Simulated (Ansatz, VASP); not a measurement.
# Two plane-wave programs on TaNi3

INCAR

```
PREC = Accurate
ENCUT = 520
EDIFF = 1E-6
ISMEAR = -1
SIGMA = 0.05
LREAL = F
LASPH = T
NELM = 150
ALGO = Normal
ISIF = 2
LWAVE = F
LCHARG = F
ISPIN = 2
MAGMOM = 0.15 0.375 0.375 0.375
LORBIT = 11
LMAXMIX = 4
NBANDS = 32
```

The input KPOINTS:

```
Automatic mesh
0
Gamma
  8 8 8
```

File POSCAR:

```
TaNi3
1.0
    0.0000000000      2.4447243875      3.5500054574
    2.4401644440      0.0000000000      3.5500054574
    2.4401644440      2.4447243875      0.0000000000
Ta Ni
1 3
Direct
    0.0000000000      0.0000000000      0.0000000000
    0.5000000000      0.5000000000      0.5000000000
    0.2500000000      0.2500000000      0.2500000000
    0.7500000000      0.7500000000      0.7500000000
```

Input for Ansatz:

```yaml
crystal:
  lattice:
    - [0.0, 2.4447243875, 3.5500054574]
    - [2.440164444, 0.0, 3.5500054574]
    - [2.440164444, 2.4447243875, 0.0]
  atoms:
    - { symbol: Ta, position: [0.0, 0.0, 0.0], spin: 0.15 }
    - { symbol: Ni, position: [0.5, 0.5, 0.5], spin: 0.375 }
    - { symbol: Ni, position: [0.25, 0.25, 0.25], spin: 0.375 }
    - { symbol: Ni, position: [0.75, 0.75, 0.75], spin: 0.375 }
magnetization:
  spin_polarized: true
kpoints:
  mp_grid: { grid: [8, 8, 8] }
scf:
  occupations: { method: fermi_dirac, width: 0.05 }
hamiltonian:
  xc: lda
  pseudopotentials: { kind: paw }
output:
  forces: true
  stress: true
  eigenvalues: true
```

Change from the starting cell: volume scaled by 0.88, start moments a quarter as large, PAW files.

Alike in both runs: task single point; functional LDA; k mesh 8 × 8 × 8; occupations fermi-dirac, width 0.05 eV; collinear spin.

|  | VASP | Ansatz |
| --- | --- | --- |
| version | VASP 6.6.1 | Ansatz 0.2.0 |
| potentials or method | VASP PAW LDA potentials, release 64 (Ta_pv, Ni) | PAW with Ansatz's default frozen-core files, scalar-relativistic |
| plane-wave cutoff (eV) | 520 | 420 |
| valence electrons in the cell | 41 | 67 |

|  | VASP | Ansatz | Ansatz less VASP |
| --- | --- | --- | --- |
| pressure (GPa) | 28.7 | 28.4 | -0.25 |
| traceless stress, the component that is largest in VASP (GPa) | -0.38 | -0.37 | +0.014 |
| net moment per atom (μB) | 0.00 | 0.00 | 0.000 |

LDA's correlation is that of Perdew and Zunger in VASP and of Perdew and Wang (1992) in Ansatz. Both programs put the cell under a high pressure, so it lies far from rest at this level. VASP's potentials hold 41 valence electrons a cell and Ansatz's 67, so a difference there can come from the potentials and not from the codes. Ansatz's warnings: seeded moment not kept.

Spin-orbit coupling is off throughout.
